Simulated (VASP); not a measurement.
# Ti2O3 (R-3c) in VASP: relaxation of cell and atoms with LDA

Aim: the relaxation of cell and atoms of Ti2O3 with LDA.

Program: VASP 6.6.1. These are calculated values, not measurements. Logs are shortened: lines on timing, memory, paths and dates and some standing lists are left out, and cuts for length are marked.

## Step 1: The cell of the first run

Symmetry: R-3c, No. 167, trigonal system. Conventional cell: a = 5.100 Å, b = 5.100 Å, c = 14.007 Å, α = 90.00°, β = 90.00°, γ = 120.00°. Within 2.7 Å of Ti (site symmetry 3) lie 6 O at 2.02 to 2.08 Å and 1 Ti at 2.67 Å. Within 3.1 Å of O (site symmetry 2) lie 4 Ti at 2.02 to 2.08 Å and 12 O at 2.76 to 3.04 Å.

## Step 2: Relaxation of cell and atoms, LDA

INCAR

```
ALGO = Normal
EDIFF = 1E-7
EDIFFG = -0.005
ENCUT = 600
GGA = CA
GGA_COMPAT = F
IBRION = 2
ISIF = 3
ISMEAR = 0
LASPH = T
LCHARG = F
LREAL = F
LWAVE = F
NELM = 120
NELMIN = 4
NSW = 70
PREC = Accurate
SIGMA = 0.1
```

KPOINTS

```
k-points
0
Gamma
  9 9 9
```

POSCAR

```
Ti2O3
1.0
    2.5502271433      1.4723743277      4.6690897379
   -2.5502271433      1.4723743277      4.6690897379
    0.0000000000     -2.9447486554      4.6690897378
Ti O
4 6
Direct
    0.3452519664      0.3452519664      0.3452519664
    0.1547480336      0.1547480336      0.1547480336
    0.6547480336      0.6547480336      0.6547480336
    0.8452519664      0.8452519664      0.8452519664
    0.5622428050      0.9377571950      0.2500000000
    0.2500000000      0.5622428050      0.9377571950
    0.9377571950      0.2500000000      0.5622428050
    0.4377571950      0.0622428050      0.7500000000
    0.7500000000      0.4377571950      0.0622428050
    0.0622428050      0.7500000000      0.4377571950
```

Potentials or basis: VASP PAW LDA potentials, release 64 (Ti_sv, O).

Started as:

```console
cat potpaw_LDA.64/Ti_sv/POTCAR potpaw_LDA.64/O/POTCAR > POTCAR
mpirun -np 1 vasp_std > vasp.out
```

OUTCAR:

```text
EDIFF = 1E-7
   EDIFFG = -0.005
   ENCUT = 600
   GGA = CA
   IBRION = 2
   ISIF = 3
   ISMEAR = 0
   LASPH = T
   LREAL = F
   NELM = 120
   NELMIN = 4
   NSW = 70
   PREC = Accurate

 ion  position               nearest neighbor table
   1  0.345  0.345  0.345-   8 2.02  10 2.02   9 2.02   6 2.08   5 2.08   7 2.08   2 2.67
   2  0.155  0.155  0.155-   8 2.02   9 2.02  10 2.02   7 2.08   5 2.08   6 2.08   1 2.67
   3  0.655  0.655  0.655-   5 2.02   7 2.02   6 2.02   9 2.08   8 2.08  10 2.08   4 2.67
   4  0.845  0.845  0.845-   5 2.02   6 2.02   7 2.02  10 2.08   8 2.08   9 2.08   3 2.67
   5  0.562  0.938  0.250-   3 2.02   4 2.02   1 2.08   2 2.08
   6  0.250  0.562  0.938-   4 2.02   3 2.02   1 2.08   2 2.08
   7  0.938  0.250  0.562-   3 2.02   4 2.02   2 2.08   1 2.08
   8  0.438  0.062  0.750-   1 2.02   2 2.02   3 2.08   4 2.08
   9  0.750  0.438  0.062-   2 2.02   1 2.02   3 2.08   4 2.08
  10  0.062  0.750  0.438-   1 2.02   2 2.02   4 2.08   3 2.08

  LATTYP: Found a trigonal (rhomboedric) cell.
 ALAT       =     5.5201398192
 COS(alpha) =     0.5731379289

  Lattice vectors:

 A1 = (   2.5502271433,   1.4723743277,   4.6690897379)
 A2 = (  -2.5502271433,   1.4723743277,   4.6690897379)
 A3 = (   0.0000000000,  -2.9447486554,   4.6690897378)

Analysis of symmetry for initial positions (statically):
=====================================================================
 Subroutine PRICEL returns:
 Original cell was already a primitive cell.

 Routine SETGRP: Setting up the symmetry group for a
 trigonal (rhombohedral) supercell.

 Subroutine GETGRP returns: Found 12 space group operations
 (whereof  6 operations were pure point group operations)
 out of a pool of 12 trial point group operations.

The static configuration has the point symmetry S_6 .
 The point group associated with its full space group is D_3d.

Analysis of symmetry for dynamics (positions and initial velocities):
=====================================================================
 Subroutine PRICEL returns:
 Original cell was already a primitive cell.

 Routine SETGRP: Setting up the symmetry group for a
 trigonal (rhombohedral) supercell.

 Subroutine GETGRP returns: Found 12 space group operations
 (whereof  6 operations were pure point group operations)
 out of a pool of 12 trial point group operations.

The dynamic configuration has the point symmetry S_6 .
 The point group associated with its full space group is D_3d.

 Subroutine INISYM returns: Found 12 space group operations
 (whereof  6 operations are pure point group operations),
 and found     1 'primitive' translations

----------------------------------------------------------------------------------------

                                     Primitive cell

  volume of cell :     105.1915

  direct lattice vectors                    reciprocal lattice vectors
     2.550227143  1.472374328  4.669089738     0.196060967  0.113195852  0.071391503
    -2.550227143  1.472374328  4.669089738    -0.196060967  0.113195852  0.071391503
     0.000000000 -2.944748655  4.669089738     0.000000000 -0.226391704  0.071391503

  length of vectors
     5.520139819  5.520139819  5.520139819     0.237381445  0.237381445  0.237381445

  position of ions in fractional coordinates (direct lattice)
     0.345251966  0.345251966  0.345251966
     0.154748034  0.154748034  0.154748034
     0.654748034  0.654748034  0.654748034
     0.845251966  0.845251966  0.845251966
     0.562242805  0.937757195  0.250000000
     0.250000000  0.562242805  0.937757195
     0.937757195  0.250000000  0.562242805
     0.437757195  0.062242805  0.750000000
     0.750000000  0.437757195  0.062242805
     0.062242805  0.750000000  0.437757195

  ion indices of the primitive-cell ions
   primitive index   ion index
                 1           1
                 2           2
                 3           3
                 4           4
                 5           5
                 6           6
                 7           7
                 8           8
                 9           9
                10          10

----------------------------------------------------------------------------------------

 KPOINTS: k-points

Automatic generation of k-mesh.
 Grid dimensions read from file:
 generate k-points for:    9    9    9

 Generating k-lattice:

  Cartesian coordinates                     Fractional coordinates (reciprocal lattice)
     0.021784552  0.012577317  0.007932389     0.111111111  0.000000000  0.000000000
    -0.021784552  0.012577317  0.007932389     0.000000000  0.111111111  0.000000000
     0.000000000 -0.025154634  0.007932389     0.000000000  0.000000000  0.111111111

  Length of vectors
     0.026375716  0.026375716  0.026375716

  Shift w.r.t. Gamma in fractional coordinates (k-lattice)
     0.000000000  0.000000000  0.000000000

 Subroutine IBZKPT returns following result:
 ===========================================

 Found     85 irreducible k-points:

 Following reciprocal coordinates:
            Coordinates               Weight
  0.000000  0.000000  0.000000      1.000000
  0.111111 -0.000000  0.000000      6.000000
  0.222222  0.000000 -0.000000      6.000000
  0.333333 -0.000000  0.000000      6.000000
  0.444444  0.000000 -0.000000      6.000000
  0.111111  0.111111  0.000000      6.000000
[... 16 lines left out ...]
 -0.333333  0.333333  0.000000      6.000000
  0.444444  0.444444 -0.000000      6.000000
 [... further k-points ...]
   k-points           NKPTS =     85   k-points in BZ     NKDIM =     85   number of bands    NBANDS=     50
   number of dos      NEDOS =    301   number of ions     NIONS =     10
   total plane-waves  NPLWV = 110592
   dimension x,y,z NGX =    48 NGY =   48 NGZ =   48
   dimension x,y,z NGXF=    96 NGYF=   96 NGZF=   96
   ions per type =               4   6
   NGX,Y,Z   is equivalent  to a cutoff of  14.46, 14.46, 14.46 a.u.
   NGXF,Y,Z  is equivalent  to a cutoff of  28.91, 28.91, 28.91 a.u.
 SYSTEM =  unknown system
   PREC   = accura    normal or accurate (medium, high low for compatibility)
   ISTART =      0    job   : 0-new  1-cont  2-samecut
   ICHARG =      2    charge: 1-file 2-atom 10-const
   ISPIN  =      1    spin polarized calculation?
   LNONCOLLINEAR =      F non collinear calculations
   LSORBIT =      F    spin-orbit coupling
   LASPH  =      T    aspherical Exc in radial PAW
   ENCUT  =  600.0 eV  44.10 Ry    6.64 a.u.  11.03 11.03 11.03*2*pi/ulx,y,z
   NELM   =    120;   NELMIN=  4; NELMDL= -5     # of ELM steps
   EDIFF  = 0.1E-06   stopping-criterion for ELM
   LREAL  =      F    real-space projection
   EDIFFG = -.5E-02   stopping-criterion for IOM
   NSW    =     70    number of steps for IOM
   IBRION =      2    ionic relax: 0-MD 1-quasi-New 2-CG
   NFREE  =      1    steps in history (QN), initial steepest desc. (CG)
   ISIF   =      3    stress and relaxation
   ISYM   =      2    0-nonsym 1-usesym 2-fastsym
   POTIM  = 0.5000    time-step for ionic-motion
   TEBEG  =    0.0;   TEEND  =   0.0 temperature during run
   PSTRESS=    0.0 pullay stress
   NELECT =      84.0000    total number of electrons
   NUPDOWN=      -1.0000    fix difference up-down
   EMIN   =  10.00;   EMAX   =-10.00  energy-range for DOS
   EFERMI =   0.00;   METHOD = LEGACY
   ISMEAR =     0;   SIGMA  =   0.10  broadening in eV -4-tet -1-fermi 0-gaus
   EFERMI_NEDOS =   21; number of points for ismear=-14 and -15
   IALGO  =     38    algorithm
   IMIX   =      4    mixing-type and parameters
     AMIX     =   0.40;   BMIX     =  1.00
     AMIX_MAG =   1.60;   BMIX_MAG =  1.00
  volume/ion in A,a.u.               =      10.52        70.99
  Fermi-wavevector in a.u.,A,eV,Ry     =   1.518825  2.870163 31.386319  2.306829
  Thomas-Fermi vector in A             =   2.627894
   LORBIT       =      0    0 simple, 1 ext, 2 COOP (PROOUT), +10 PAW based schemes
   GGA     = CA    functional components
   LHFCALC =     F    Hartree Fock is set to
   AEXX    =    0.0000 exact exchange contribution
   IVDW    =     0    specifies the selected vdW correction
   LEPSILON=     F    determine dielectric tensor
   LRPA    =     F    only Hartree local field effects (RPA)
 conjugate gradient relaxation of ions
 non-spin polarized calculation
 Gauss-broadening in eV      SIGMA  =   0.10
  energy-cutoff  :      600.00
  volume of cell :      105.19
 maximum number of plane-waves:      3552
 NGX is ok and might be reduce to    48
   NGX = 23   NGY = 23   NGZ = 23

--------------------------------------- Ionic step        1  -------------------------------------------

 number of electron      83.9999996 magnetization

 Free energy of the ion-electron system (eV)
  ---------------------------------------------------
  ext. energy  EPLUGINS =         0.00000000
  ---------------------------------------------------
  free energy    TOTEN  =       -98.99936429 eV

  energy without entropy =      -98.97687109  energy(sigma->0) =      -98.98811769

------------------------ aborting loop because EDIFF is reached ----------------------------------------

  FORCE on cell =-STRESS in cart. coord.  units (eV):
  Direction    XX          YY          ZZ          XY          YZ          ZX
  --------------------------------------------------------------------------------------
  -------------------------------------------------------------------------------------
  Total       -8.7647866     -8.7647866     -8.0412612      0.0000000     -0.0000000     -0.0000000
  in kB     -133.4969538   -133.4969538   -122.4768990      0.0000000     -0.0000000     -0.0000000
  external PRESSURE =    -129.8236022 kB  Pullay stress =       0.0000000 kB
[... 31 lines left out ...]
--------------------------------------- Ionic step        2  -------------------------------------------

 number of electron      84.0000004 magnetization

 E-fermi :  10.0283     XC(G=0): -12.9044

 val. band max:       10.0083044503   @ k =  -0.4444  -0.4444   0.1111
 cond. band min:      10.0303008093   @ k =  -0.3333  -0.4444   0.2222
 fundamental gap:      0.0219963590
 Fermi energy:        10.0283099260

 k-point     1 :       0.0000    0.0000    0.0000
  band No.  band energies     occupation
      1     -47.5587      2.00000
      2     -47.4366      2.00000
      3     -47.4309      2.00000
      4     -47.3394      2.00000
      5     -24.6869      2.00000
      6     -24.6374      2.00000
[... 1344 lines left out ...]
  FREE ENERGIE OF THE ION-ELECTRON SYSTEM (eV)
  ---------------------------------------------------
  free  energy   TOTEN  =       -99.2482724702 eV

  energy  without entropy=      -99.2273932450  energy(sigma->0) =      -99.23783286

[... ionic steps 4 to 8 ...]

--------------------------------------- Ionic step        9  -------------------------------------------

 number of electron      83.9999995 magnetization

------------------------ aborting loop because EDIFF is reached ----------------------------------------
[... 83 lines left out ...]
--------------------------------------- Ionic step       11  -------------------------------------------

 number of electron      83.9999995 magnetization

 Free energy of the ion-electron system (eV)
  ---------------------------------------------------
  ext. energy  EPLUGINS =         0.00000000
  ---------------------------------------------------
  free energy    TOTEN  =       -99.25082395 eV

  energy without entropy =      -99.22904678  energy(sigma->0) =      -99.23993536

 E-fermi :   9.0797     XC(G=0): -12.5300

 val. band max:        9.0711203967   @ k =  -0.4444  -0.4444   0.1111
 cond. band min:       9.0816286935   @ k =  -0.3333  -0.4444   0.2222
 fundamental gap:      0.0105082968
 Fermi energy:         9.0796822206

 k-point     1 :       0.0000    0.0000    0.0000
  band No.  band energies     occupation
      1     -48.5463      2.00000
      2     -48.4573      2.00000
      3     -48.4559      2.00000
      4     -48.3880      2.00000
      5     -25.5151      2.00000
      6     -25.5151      2.00000
[... 1300 lines left out ...]
  FREE ENERGIE OF THE ION-ELECTRON SYSTEM (eV)
  ---------------------------------------------------
  free  energy   TOTEN  =       -99.2508239508 eV

  energy  without entropy=      -99.2290467763  energy(sigma->0) =      -99.23993536

 reached required accuracy - stopping structural energy minimisation
```

Wall time 56 min (1 thread of Intel Xeon 6975P-C (Granite Rapids), shared host); peak memory 0.59 GiB.

Results:

| Property | Result |
| --- | --- |
| Free energy | -99.2508 eV |
| Relaxed volume | 9.94 Å³/atom |
| Relaxed cell | a = 5.424 Å, b = 5.424 Å, c = 5.424 Å, α = 54.86°, β = 54.86°, γ = 54.86° |
| Space group after relaxing (to 0.1 Å) | R-3c (No. 167) |
| Energy gained by relaxing | 25.1 meV/atom |
| Ionic steps | 11 |
| Pressure after relaxing | 0.0 GPa |
| Largest force after relaxing | 0.004 eV/Å |
| Band gap on the k mesh | zero (bands 42 and 43 overlap by 0.59 eV) |

Forces in eV/Å, atoms in the order of the input:
```
Ti   0.000  0.000  0.004
Ti   0.000  0.000 -0.004
Ti   0.000  0.000 -0.004
Ti   0.000  0.000  0.004
O    0.001  0.000  0.000
O   -0.001  0.001  0.000
O   -0.001 -0.001  0.000
O   -0.001  0.000  0.000
O    0.001 -0.001  0.000
O    0.001  0.001  0.000
```

Step by step:
```tsv
step	energy change (eV)	largest force (eV/Å)	pressure (GPa)	volume (Å³)
1	0.0000	0.1647	-12.98	105.19
2	0.1635	0.4146	20.85	92.74
3	-0.2489	0.1237	-0.26	99.49
4	-0.2490	0.1275	0.03	99.38
5	-0.2511	0.0302	0.05	99.32
6	-0.2512	0.0230	0.05	99.31
7	-0.2513	0.0155	-0.03	99.35
8	-0.2514	0.0080	-0.12	99.39
9	-0.2514	0.0055	-0.14	99.41
10	-0.2514	0.0071	0.13	99.30
11	-0.2515	0.0040	0.00	99.35
```

Final structure:
```yaml
crystal:
  lattice:
    - [2.49877, 1.44267, 4.59330]
    - [-2.49877, 1.44267, 4.59330]
    - [0.00000, -2.88534, 4.59330]
  atoms:
    - { symbol: Ti, position: [0.34582, 0.34582, 0.34582] }
    - { symbol: Ti, position: [0.15418, 0.15418, 0.15418] }
    - { symbol: Ti, position: [0.65418, 0.65418, 0.65418] }
    - { symbol: Ti, position: [0.84582, 0.84582, 0.84582] }
    - { symbol: O, position: [0.56132, 0.93868, 0.25000] }
    - { symbol: O, position: [0.25000, 0.56132, 0.93868] }
    - { symbol: O, position: [0.93868, 0.25000, 0.56132] }
    - { symbol: O, position: [0.43868, 0.06132, 0.75000] }
    - { symbol: O, position: [0.75000, 0.43868, 0.06132] }
    - { symbol: O, position: [0.06132, 0.75000, 0.43868] }
```

Caveat: semilocal functionals often make such compounds metallic where correlation or magnetic order opens a gap, which also shifts bond lengths. Zero-point motion and thermal expansion aren't in these numbers.
